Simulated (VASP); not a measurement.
# Be4ZnSe in VASP: notebook

Runs on Be4ZnSe. Level: PBE. Tasks: single point.

All numbers are computed with VASP 6.6.1; they aren't measurements. Logs are shortened: lines on timing, memory, paths and dates and some standing lists are left out, and cuts for length are marked.

## (1) The cell of the first run

It takes space group P4mm (No. 99, tetragonal). Conventional cell: a = 4.239 Å, b = 4.239 Å, c = 4.191 Å, α = 90.00°, β = 90.00°, γ = 90.00°. Be (site symmetry m) has 4 Be at 2.06 to 2.18 Å and 2 Se at 2.55 to 2.65 Å and 2 Zn at 2.55 Å within 2.7 Å. Zn (site symmetry 4mm) has 8 Be at 2.55 Å and 4 Se at 3.00 Å within 3.4 Å. Se (site symmetry 4mm) has 8 Be at 2.55 to 2.65 Å and 4 Zn at 3.00 Å within 3.4 Å.

## (2) Single point, PBE

Contents of INCAR:

```
ALGO = Normal ; EDIFF = 1E-6
ENCUT = 600 ; GGA = PE
GGA_COMPAT = False ; ISIF = 2
ISMEAR = 0 ; LASPH = True
LCHARG = True ; LELF = True
LREAL = False ; LVHAR = True
LWAVE = False ; NBANDS = 22
NELM = 120 ; PREC = Accurate
SIGMA = 0.2
```

Contents of KPOINTS:

```
k-points
0
Gamma
  4 4 3
```

Contents of POSCAR:

```
Be4ZnSe
1.0
    4.2387551837      0.0000000000      0.0000000000
    0.0000000000      4.2387551837      0.0000000000
    0.0000000000      0.0000000000      4.1913275751
Be Zn Se
4 1 1
Direct
    0.2431431653      0.2431431653      0.9970438970
    0.7568568347      0.7568568347      0.9970438970
    0.7568568347      0.2431431653      0.9970438970
    0.2431431653      0.7568568347      0.9970438970
    0.0000000000      0.0000000000      0.4976359833
    0.5000000000      0.5000000000      0.5125104287
```

Potentials or basis: VASP PAW PBE potentials, release 64 (Be, Zn, Se).

Launch:

```
$ cat potpaw_PBE.64/Be/POTCAR potpaw_PBE.64/Zn/POTCAR potpaw_PBE.64/Se/POTCAR > POTCAR
$ mpirun -np 1 vasp_std > vasp.out
```

OUTCAR:

```text
EDIFF = 1E-6
   ENCUT = 600
   GGA = PE
   ISIF = 2
   ISMEAR = 0
   LASPH = True
   LREAL = False
   NELM = 120
   PREC = Accurate

 ion  position               nearest neighbor table
   1  0.243  0.243  0.997-   3 2.06   4 2.06   3 2.18   4 2.18   6 2.55   5 2.55   5 2.55
   2  0.757  0.757  0.997-   3 2.06   4 2.06   3 2.18   4 2.18   6 2.55   5 2.55   5 2.55
   3  0.757  0.243  0.997-   1 2.06   2 2.06   2 2.18   1 2.18   6 2.55   5 2.55   5 2.55
   4  0.243  0.757  0.997-   1 2.06   2 2.06   2 2.18   1 2.18   6 2.55   5 2.55   5 2.55
   5  0.000  0.000  0.498-   1 2.55   2 2.55   3 2.55   4 2.55   1 2.55   2 2.55   3 2.55   4 2.55

   6  0.500  0.500  0.513-   1 2.55   2 2.55   3 2.55   4 2.55

  LATTYP: Found a simple tetragonal cell.
 ALAT       =     4.2387551837
 C/A-ratio  =     0.9888109583

  Lattice vectors:

 A1 = (   4.2387551837,   0.0000000000,   0.0000000000)
 A2 = (   0.0000000000,   4.2387551837,   0.0000000000)
 A3 = (   0.0000000000,   0.0000000000,   4.1913275751)

Analysis of symmetry for initial positions (statically):
=====================================================================
 Subroutine PRICEL returns:
 Original cell was already a primitive cell.

 Routine SETGRP: Setting up the symmetry group for a
 simple tetragonal supercell.

 Subroutine GETGRP returns: Found  8 space group operations
 (whereof  8 operations were pure point group operations)
 out of a pool of 16 trial point group operations.

The static configuration has the point symmetry C_4v.

Analysis of symmetry for dynamics (positions and initial velocities):
=====================================================================
 Subroutine PRICEL returns:
 Original cell was already a primitive cell.

 Routine SETGRP: Setting up the symmetry group for a
 simple tetragonal supercell.

 Subroutine GETGRP returns: Found  8 space group operations
 (whereof  8 operations were pure point group operations)
 out of a pool of 16 trial point group operations.

The dynamic configuration has the point symmetry C_4v.

 Subroutine INISYM returns: Found  8 space group operations
 (whereof  8 operations are pure point group operations),
 and found     1 'primitive' translations

[... 88 lines left out ...]
   NELM   =    120;   NELMIN=  2; NELMDL= -5     # of ELM steps
   EDIFF  = 0.1E-05   stopping-criterion for ELM
   LREAL  =      F    real-space projection
   EDIFFG = 0.1E-04   stopping-criterion for IOM
   NSW    =      0    number of steps for IOM
   IBRION =     -1    ionic relax: 0-MD 1-quasi-New 2-CG
   NFREE  =      0    steps in history (QN), initial steepest desc. (CG)
   ISIF   =      2    stress and relaxation
   ISYM   =      2    0-nonsym 1-usesym 2-fastsym
   POTIM  = 0.5000    time-step for ionic-motion
   TEBEG  =    0.0;   TEEND  =   0.0 temperature during run
   PSTRESS=    0.0 pullay stress
   NELECT =      26.0000    total number of electrons
   NUPDOWN=      -1.0000    fix difference up-down
   EMIN   =  10.00;   EMAX   =-10.00  energy-range for DOS
   EFERMI =   0.00;   METHOD = LEGACY
   ISMEAR =     0;   SIGMA  =   0.20  broadening in eV -4-tet -1-fermi 0-gaus
   EFERMI_NEDOS =   21; number of points for ismear=-14 and -15
   IALGO  =     38    algorithm
   IMIX   =      4    mixing-type and parameters
     AMIX     =   0.40;   BMIX     =  1.00
     AMIX_MAG =   1.60;   BMIX_MAG =  1.00
  volume/ion in A,a.u.               =      12.55        84.70
  Fermi-wavevector in a.u.,A,eV,Ry     =   1.148479  2.170311 17.946150  1.319005
  Thomas-Fermi vector in A             =   2.285154
   LORBIT       =      0    0 simple, 1 ext, 2 COOP (PROOUT), +10 PAW based schemes
   GGA     = PE    functional components
   LHFCALC =     F    Hartree Fock is set to
   AEXX    =    0.0000 exact exchange contribution
   IVDW    =     0    specifies the selected vdW correction
   LEPSILON=     F    determine dielectric tensor
   LRPA    =     F    only Hartree local field effects (RPA)
 non-spin polarized calculation
 Gauss-broadening in eV      SIGMA  =   0.20
  energy-cutoff  :      600.00
  volume of cell :       75.31
 maximum number of plane-waves:      2522
 NGX is ok and might be reduce to    36
   NGX = 17   NGY = 17   NGZ = 17

 number of electron      26.0000012 magnetization

 Free energy of the ion-electron system (eV)
  ---------------------------------------------------
  ext. energy  EPLUGINS =         0.00000000
  ---------------------------------------------------
  free energy    TOTEN  =       -17.10981105 eV

  energy without entropy =      -17.07825546  energy(sigma->0) =      -17.09403326

 E-fermi :   4.8670     XC(G=0): -10.3072

 val. band max:        4.8249609479   @ k =   0.5000   0.0000   0.0000
 cond. band min:       4.8689307974   @ k =   0.2500   0.0000   0.3333
 fundamental gap:      0.0439698494
 Fermi energy:         4.8670415845

 k-point     1 :       0.0000    0.0000    0.0000
  band No.  band energies     occupation
      1      -9.6484      2.00000
      2      -3.1807      2.00000
      3      -2.4583      2.00000
      4      -2.4334      2.00000
      5      -2.4334      2.00000
      6      -2.4101      2.00000
[... 289 lines left out ...]
     21      12.0226      0.00000
     22      12.8191      0.00000

------------------------ aborting loop because EDIFF is reached ----------------------------------------

  FORCE on cell =-STRESS in cart. coord.  units (eV):
  Direction    XX          YY          ZZ          XY          YZ          ZX
  --------------------------------------------------------------------------------------
  -------------------------------------------------------------------------------------
  Total        0.1791787      0.1791787      0.0342933      0.0000000      0.0000000      0.0000000
  in kB        3.8121392      3.8121392      0.7296116      0.0000000      0.0000000      0.0000000
  external PRESSURE =       2.7846300 kB  Pullay stress =       0.0000000 kB

 VOLUME and BASIS-vectors are now :
 -----------------------------------------------------------------------------
  energy-cutoff  :      600.00
  volume of cell :       75.31
      direct lattice vectors                 reciprocal lattice vectors
     4.238755184  0.000000000  0.000000000     0.235918320  0.000000000  0.000000000
     0.000000000  4.238755184  0.000000000     0.000000000  0.235918320  0.000000000
     0.000000000  0.000000000  4.191327575     0.000000000  0.000000000  0.238587889

 POSITION                                       TOTAL-FORCE (eV/Angst)
 -----------------------------------------------------------------------------------
      1.03062      1.03062      4.17894        -0.004129     -0.004129      0.009197
      3.20813      3.20813      4.17894         0.004129      0.004129      0.009197
      3.20813      1.03062      4.17894         0.004129     -0.004129      0.009197
      1.03062      3.20813      4.17894        -0.004129      0.004129      0.009197
      0.00000      0.00000      2.08576        -0.000000      0.000000     -0.015568
      2.11938      2.11938      2.14810         0.000000     -0.000000     -0.021221
 -----------------------------------------------------------------------------------
    total drift:                               -0.000000      0.000000      0.000618

  FREE ENERGIE OF THE ION-ELECTRON SYSTEM (eV)
  ---------------------------------------------------
  free  energy   TOTEN  =       -17.1098110539 eV

  energy  without entropy=      -17.0782554617  energy(sigma->0) =      -17.09403326
```

OSZICAR:

```text
N       E                     dE             d eps       ncg     rms          rms(c)
DAV:   1     0.121290153601E+03    0.12129E+03   -0.12153E+04   528   0.131E+03
DAV:   2    -0.738700796266E+01   -0.12868E+03   -0.12255E+03   528   0.271E+02
DAV:   3    -0.184580369369E+02   -0.11071E+02   -0.10551E+02   690   0.769E+01
DAV:   4    -0.187471242856E+02   -0.28909E+00   -0.28841E+00   632   0.108E+01
DAV:   5    -0.187490471650E+02   -0.19229E-02   -0.19225E-02   650   0.919E-01    0.657E+00
DAV:   6    -0.172267657239E+02    0.15223E+01   -0.40966E+00   674   0.497E+01    0.459E+00
DAV:   7    -0.171273648238E+02    0.99401E-01   -0.10941E+00   648   0.127E+01    0.203E+00
DAV:   8    -0.171106099232E+02    0.16755E-01   -0.67412E-02   628   0.248E+00    0.927E-01
DAV:   9    -0.171099781134E+02    0.63181E-03   -0.12548E-02   674   0.807E-01    0.192E-01
DAV:  10    -0.171097894165E+02    0.18870E-03   -0.12739E-03   618   0.269E-01    0.449E-02
DAV:  11    -0.171098073237E+02   -0.17907E-04   -0.85379E-05   642   0.714E-02    0.165E-02
DAV:  12    -0.171098106759E+02   -0.33521E-05   -0.98952E-06   642   0.233E-02    0.540E-03
DAV:  13    -0.171098110539E+02   -0.37808E-06   -0.18259E-06   534   0.107E-02
   1 F= -.17109811E+02 E0= -.17094033E+02  d E =-.315556E-01
```

stdout:

```text
POSCAR found type information on POSCAR BeZnSe
 POSCAR found :  3 types and       6 ions
 scaLAPACK will be used
 LDA part: xc-table for (Slater+PW92), standard interpolation
 POSCAR, INCAR and KPOINTS ok, starting setup
 FFT: planning ... GRIDC
 FFT: planning ... GRID_SOFT
 FFT: planning ... GRID
 WAVECAR not read
 entering main loop
```

Wall time 10 s (1 thread of Intel Xeon 6975P-C (Granite Rapids), shared host); peak memory 0.21 GiB.

Results:

- Free energy: -17.1098 eV
- Pressure: 0.3 GPa
- Largest force: 0.021 eV/Å
- Band gap on the k mesh: zero (band 13 reaches 6.21 eV, above the bottom of band 14 at 4.23 eV)

Forces in eV/Å, atoms in the order of the input:
```
Be  -0.004 -0.004  0.009
Be   0.004  0.004  0.009
Be   0.004 -0.004  0.009
Be  -0.004  0.004  0.009
Zn   0.000  0.000 -0.016
Se   0.000  0.000 -0.021
```

Caveat: the k points lie up to 0.50 Å⁻¹ apart.

## (3) Single point, PBE

This run uses another cell than the first one, of 13.13 Å³/atom, 1.046 times its volume.

Contents of INCAR:

```
PREC     = Accurate       # precision mode
ENCUT    = 600            # plane-wave cutoff, eV
EDIFF    = 1E-6           # SCF threshold, eV
ISMEAR   = 0              # smearing method
SIGMA    = 0.2            # smearing width, eV
LREAL    = F              # projectors in reciprocal space
LASPH    = T              # aspherical terms in the spheres
NELM     = 120            # most SCF steps
ALGO     = Normal         # electronic algorithm
ISIF     = 2              # what is computed and relaxed
LWAVE    = F              # write WAVECAR
LCHARG   = T              # write CHGCAR
GGA      = PE             # functional
LELF     = T              # ELF
LVHAR    = T            
NBANDS   = 22             # bands
GGA_COMPAT= F
```

Contents of KPOINTS:

```
regular mesh
0
Gamma
  5 5 3
```

Contents of POSCAR:

```
Be4ZnSe
1.0
    3.7057267183      0.0000000000      0.0000000000
    0.0000000000      3.7057267183      0.0000000000
    0.0000000000      0.0000000000      5.7352506558
Be Zn Se
4 1 1
Direct
    0.0000000000      0.5000000000      0.7073886312
    0.5000000000      0.0000000000      0.7073886312
    0.0000000000      0.5000000000      0.2926113688
    0.5000000000      0.0000000000      0.2926113688
    0.5000000000      0.5000000000      0.5000000000
    0.0000000000      0.0000000000      0.0000000000
```

Potentials or basis: VASP PAW PBE potentials, release 64 (Be, Zn, Se).

Launch:

```
$ cat potpaw_PBE.64/Be/POTCAR potpaw_PBE.64/Zn/POTCAR potpaw_PBE.64/Se/POTCAR > POTCAR
$ mpirun -np 1 vasp_std > vasp.out
```

OUTCAR:

```text
PREC = Accurate
   ENCUT = 600
   EDIFF = 1E-6
   ISMEAR = 0
   LREAL = F
   LASPH = T
   NELM = 120
   ISIF = 2
   GGA = PE

 ion  position               nearest neighbor table
   1  0.000  0.500  0.707-   5 2.20   5 2.20   3 2.38   6 2.50   6 2.50
   2  0.500  0.000  0.707-   5 2.20   5 2.20   4 2.38   6 2.50   6 2.50
   3  0.000  0.500  0.293-   5 2.20   5 2.20   1 2.38   6 2.50   6 2.50
   4  0.500  0.000  0.293-   5 2.20   5 2.20   2 2.38   6 2.50   6 2.50
   5  0.500  0.500  0.500-   1 2.20   2 2.20   3 2.20   4 2.20   2 2.20   4 2.20   1 2.20   3 2.20

   6  0.000  0.000  0.000-   1 2.50   2 2.50   3 2.50   4 2.50   1 2.50   3 2.50   2 2.50   4 2.50

  LATTYP: Found a simple tetragonal cell.
 ALAT       =     3.7057267183
 C/A-ratio  =     1.5476723169

  Lattice vectors:

 A1 = (   3.7057267183,   0.0000000000,   0.0000000000)
 A2 = (   0.0000000000,   3.7057267183,   0.0000000000)
 A3 = (   0.0000000000,   0.0000000000,   5.7352506558)

Analysis of symmetry for initial positions (statically):
=====================================================================
 Subroutine PRICEL returns:
 Original cell was already a primitive cell.
[... 170 lines left out ...]
 fundamental gap:      0.0498226826
 Fermi energy:         5.1491692128

 k-point     1 :       0.0000    0.0000    0.0000
  band No.  band energies     occupation
      1     -10.3644      2.00000
      2      -3.9127      2.00000
      3      -3.6218      2.00000
      4      -3.3816      2.00000
      5      -3.3816      2.00000
      6      -3.1132      2.00000
[... 289 lines left out ...]
     21      12.8984      0.00000
     22      13.6855      0.00000

------------------------ aborting loop because EDIFF is reached ----------------------------------------

  FORCE on cell =-STRESS in cart. coord.  units (eV):
  Direction    XX          YY          ZZ          XY          YZ          ZX
  --------------------------------------------------------------------------------------
  -------------------------------------------------------------------------------------
  Total        0.3350671      0.3350671      0.4135370      0.0000000      0.0000000     -0.0000000
  in kB        6.8162133      6.8162133      8.4125128      0.0000000      0.0000000     -0.0000000
  external PRESSURE =       7.3483131 kB  Pullay stress =       0.0000000 kB

 VOLUME and BASIS-vectors are now :
 -----------------------------------------------------------------------------
  energy-cutoff  :      600.00
  volume of cell :       78.76
      direct lattice vectors                 reciprocal lattice vectors
     3.705726718  0.000000000  0.000000000     0.269852603  0.000000000  0.000000000
     0.000000000  3.705726718  0.000000000     0.000000000  0.269852603  0.000000000
     0.000000000  0.000000000  5.735250656     0.000000000  0.000000000  0.174360296

 POSITION                                       TOTAL-FORCE (eV/Angst)
 -----------------------------------------------------------------------------------
      0.00000      1.85286      4.05705         0.000000      0.000000      0.054634
      1.85286      0.00000      4.05705        -0.000000      0.000000      0.054634
      0.00000      1.85286      1.67820        -0.000000     -0.000000     -0.054634
      1.85286      0.00000      1.67820         0.000000     -0.000000     -0.054634
      1.85286      1.85286      2.86763        -0.000000      0.000000      0.000000
      0.00000      0.00000      0.00000        -0.000000      0.000000      0.000000
 -----------------------------------------------------------------------------------
    total drift:                                0.000000      0.000000      0.000000

  FREE ENERGIE OF THE ION-ELECTRON SYSTEM (eV)
  ---------------------------------------------------
  free  energy   TOTEN  =       -17.6844996171 eV

  energy  without entropy=      -17.6570030673  energy(sigma->0) =      -17.67075134
```

OSZICAR:

```text
N       E                     dE             d eps       ncg     rms          rms(c)
DAV:   1     0.128775585637E+03    0.12878E+03   -0.12385E+04   528   0.135E+03
DAV:   2    -0.644055052313E+01   -0.13522E+03   -0.12774E+03   534   0.293E+02
DAV:   3    -0.186614052522E+02   -0.12221E+02   -0.11892E+02   716   0.815E+01
DAV:   4    -0.189053634204E+02   -0.24396E+00   -0.24262E+00   654   0.101E+01
DAV:   5    -0.189069382478E+02   -0.15748E-02   -0.15746E-02   670   0.839E-01    0.764E+00
DAV:   6    -0.178923912865E+02    0.10145E+01   -0.39876E+00   732   0.445E+01    0.397E+00
DAV:   7    -0.177102222471E+02    0.18217E+00   -0.78662E-01   738   0.141E+01    0.201E+00
DAV:   8    -0.176860048098E+02    0.24217E-01   -0.99340E-02   664   0.249E+00    0.878E-01
DAV:   9    -0.176844337420E+02    0.15711E-02   -0.13400E-02   718   0.185E+00    0.167E-01
DAV:  10    -0.176844209684E+02    0.12774E-04   -0.43466E-03   618   0.102E+00    0.618E-02
DAV:  11    -0.176844791289E+02   -0.58161E-04   -0.40271E-04   624   0.190E-01    0.183E-02
DAV:  12    -0.176844939560E+02   -0.14827E-04   -0.29616E-05   656   0.402E-02    0.121E-02
DAV:  13    -0.176844992888E+02   -0.53328E-05   -0.17852E-05   600   0.390E-02    0.305E-03
DAV:  14    -0.176844996171E+02   -0.32832E-06   -0.46709E-07   426   0.479E-03
   1 F= -.17684500E+02 E0= -.17670751E+02  d E =-.274965E-01
```

stdout:

```text
POSCAR found type information on POSCAR BeZnSe
 POSCAR found :  3 types and       6 ions
 scaLAPACK will be used
 LDA part: xc-table for (Slater+PW92), standard interpolation
 POSCAR, INCAR and KPOINTS ok, starting setup
 FFT: planning ... GRIDC
 FFT: planning ... GRID_SOFT
 FFT: planning ... GRID
 WAVECAR not read
 entering main loop
```

Wall time 12 s (1 thread of Intel Xeon 6975P-C (Granite Rapids), shared host); peak memory 0.2 GiB.

What came out:

```yaml
Free_energy: -17.6845 eV
Pressure: 0.7 GPa
Largest_force: 0.055 eV/Å
Band_gap_on_the_k_mesh: zero (band 13 reaches 5.40 eV, above the bottom of band 14 at 4.27 eV)
```

Forces in eV/Å, atoms in the order of the input:
```
Be   0.000  0.000  0.055
Be   0.000  0.000  0.055
Be   0.000  0.000 -0.055
Be   0.000  0.000 -0.055
Zn   0.000  0.000  0.000
Se   0.000  0.000  0.000
```

Stress tensor (GPa, compression positive):
```
0.68 0.00 0.00
0.00 0.68 0.00
0.00 0.00 0.84
```

Caveat: the k points lie up to 0.37 Å⁻¹ apart.
